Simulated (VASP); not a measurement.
Wanted: the native input for a VASP 6.6.1 run.

```yaml
Task: single point
Functional: revPBE
Potentials_or_basis: VASP PAW PBE potentials, release 64 (Na_pv)
Cutoff: 520 eV
k_mesh: 11 × 11 × 3
Occupations: fermi-dirac, width 0.1 eV
Spin: no spin polarisation
Dipole_correction: no
Further_INCAR_settings: ALGO = Normal; EDIFF = 1e-06; NBANDS = 22
```

The structure of Na lies in POSCAR:

```
Na
1.0
    3.9726926343      0.0000000000      0.0000000000
   -1.9863463171      3.4404527427      0.0000000000
    0.0000000000      0.0000000000     12.9159551658
Na
4
Direct
    1.0000000000      1.0000000000      0.0000000000
    1.0000000000      1.0000000000      0.5000000000
    0.3333333333      0.6666666667      0.2500000000
    0.6666666667      0.3333333333      0.7500000000
```

This cell differs from its parent crystal: volume scaled by 1.12.

These files were run (other wordings do the same):

INCAR

```
  ALGO = Normal
  EDIFF = 1E-6
  ENCUT = 520
  GGA = RE
  ISIF = 2
  ISMEAR = -1
  LASPH = True
  LCHARG = True
  LELF = True
  LREAL = False
  LVHAR = True
  LWAVE = False
  NBANDS = 22
  NELM = 100
  PREC = Accurate
  SIGMA = 0.1
```

KPOINTS

```
k-points
0
Gamma
  11 11 3
```

Potentials or basis: VASP PAW PBE potentials, release 64 (Na_pv).

Command:

```console
$ cat potpaw_PBE.64/Na_pv/POTCAR > POTCAR
$ mpirun -np 1 vasp_std > vasp.out
```

It gave:

The pressure is -0.6 GPa. The band gap on the k mesh is zero (band 14 reaches 1.02 eV, above the bottom of band 15 at -2.03 eV).

Caveat: the PAW data sets were made with another functional, which shifts forces and pressure a little.

Wall time 2.6 min on 1 thread of AMD EPYC 7R13 (shared host), peak memory 0.27 GiB.
